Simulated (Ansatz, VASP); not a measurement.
**Re: VASP beside Ansatz**

File INCAR:

```
  ALGO = Normal
  EDIFF = 1E-7
  ENCUT = 520
  GGA = PS
  ISIF = 2
  ISMEAR = -1
  LASPH = T
  LCHARG = F
  LREAL = F
  LWAVE = F
  NBANDS = 10
  NELM = 100
  PREC = Accurate
  SIGMA = 0.1
```

File KPOINTS:

```
k-points
0
Gamma
  16 16 16
```

File POSCAR:

```
Re
1.0
   -1.5826891148      1.5826891148      1.5826891148
    1.5826891148     -1.5826891148      1.5826891148
    1.5826891148      1.5826891148     -1.5826891148
Re
1
Direct
    0.0000000000      0.0000000000      0.0000000000
```

Input for Ansatz:

```yaml
crystal:
  lattice:
    - [-1.5826891148, 1.5826891148, 1.5826891148]
    - [1.5826891148, -1.5826891148, 1.5826891148]
    - [1.5826891148, 1.5826891148, -1.5826891148]
  atoms:
    - { symbol: Re, position: [0.0, 0.0, 0.0] }
hamiltonian:
  xc: pbesol
  pseudopotentials:
    kind: paw
    azcp:
      Re: "pseudopotentials/Re.paw.azcp"
basis:
  ecutwfc: 420
  fft_grid_basis: typed
kpoints:
  mp_grid: { grid: [16, 16, 16], shift: [0, 0, 0] }
magnetization:
  spin_polarized: false
scf:
  occupations: { method: fermi_dirac, width: 0.1 }
  lower_state_search: "off"
output:
  stress: true
```

Alike in both runs: task single point; functional PBEsol; k mesh 16 × 16 × 16; occupations fermi-dirac, width 0.1 eV; no spin polarisation.

```csv
,VASP,Ansatz
version,VASP 6.6.1,Ansatz 0.2.0
potentials or method,"VASP PAW PBE potentials, release 64 (Re), cutoff 520 eV","plane waves (420 eV) with PAW, scalar-relativistic"
valence electrons in the cell,7,15
```

```tsv
	VASP	Ansatz	Ansatz less VASP
pressure (GPa)	-24.8	-24.4	+0.43
```

VASP's potentials were made for PBE, not for PBEsol, and Ansatz warns of the same on its side. VASP's potentials hold 7 valence electrons a cell and Ansatz's 15, so a difference there can come from the potentials and not from the codes.

Spin-orbit coupling is off throughout.
